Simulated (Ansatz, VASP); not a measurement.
One calculation of Ag, two programs

```
CELL_PARAMETERS angstrom
2.96876 0.00000 0.00000
-1.48438 2.57102 0.00000
0.00000 0.00000 9.79513
ATOMIC_POSITIONS crystal
Ag 0.33333 0.66667 0.25000
Ag 0.66667 0.33333 0.75000
Ag 0.00000 0.00000 0.00000
Ag 0.00000 0.00000 0.50000
```

Alike in both runs: functional RPBE; k mesh 13 × 13 × 3; occupations fermi-dirac, width 0.1 eV; no spin polarisation.

Ansatz relaxed the structure, and its values are those at the end. VASP's run is a single point on that final structure, the one shown.

|  | VASP | Ansatz |
| --- | --- | --- |
| version | VASP 6.6.1 | Ansatz 0.2.0 |
| potentials or method | VASP PAW PBE potentials, release 64 (Ag), cutoff 520 eV | plane waves (420 eV) with PAW, scalar-relativistic |
| valence electrons in the cell | 44 | 76 |

```tsv
	VASP	Ansatz	Ansatz less VASP
pressure (GPa)	-0.1	0.0	+0.05
```

VASP's potentials were made for PBE, not for RPBE. VASP's potentials hold 44 valence electrons a cell and Ansatz's 76, so a difference there can come from the potentials and not from the codes.
